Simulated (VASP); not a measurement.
Input of a VASP 6.6.1 run:

Contents of INCAR:

```
PREC = Accurate
ENCUT = 520
EDIFF = 1E-7
ISMEAR = 0
SIGMA = 0.1
LREAL = F
LASPH = T
NELM = 150
ALGO = Normal
ISIF = 2
LWAVE = F
LCHARG = F
ISPIN = 2
MAGMOM = 1 1 0 0
LORBIT = 11
LMAXMIX = 4
GGA = PE
NBANDS = 33
```

Contents of KPOINTS:

```
Automatic mesh
0
Gamma
  4 4 4
```

The input POSCAR:

```
Cu2SnO
1.0
    4.2420829900      0.0000000000      0.0000000000
    0.0000000000      4.2420829900      0.0000000000
    0.0000000000      0.0000000000      4.0027800100
Cu Sn O
2 1 1
Direct
    0.0000000000      0.5000000000      0.5000000000
    0.5000000000      0.0000000000      0.5000000000
    0.0000000000      0.0000000000      0.0000000000
    0.5000000000      0.5000000000      0.5000000000
```

Potentials or basis: VASP PAW PBE potentials, release 64 (Cu, Sn_d, O).

The run is started by

```bash
$ cat potpaw_PBE.64/Cu/POTCAR potpaw_PBE.64/Sn_d/POTCAR potpaw_PBE.64/O/POTCAR > POTCAR
$ mpirun -np 1 vasp_std > vasp.out
```

**Question.** Predict the band gap on the k mesh.

**Answer.** Zero (filled and empty bands overlap).

**Question.** What does it give for the pressure?

**Answer.** -9.4 GPa.

**Question.** Estimate the net moment.

**Answer.** 0.00 μB per cell.

Stress tensor (GPa, compression positive):
```
-12.25   0.00   0.00
  0.00 -12.25   0.00
  0.00   0.00  -3.75
```

Caveat: the k points lie up to 0.39 Å⁻¹ apart, too coarse for converged energies and pressures of a metal; spin-orbit coupling is left out, which moves the levels of the heavy elements. With open d or f shells a metallic result of PBE can be an artefact of self-interaction; +U or a hybrid may open a gap.
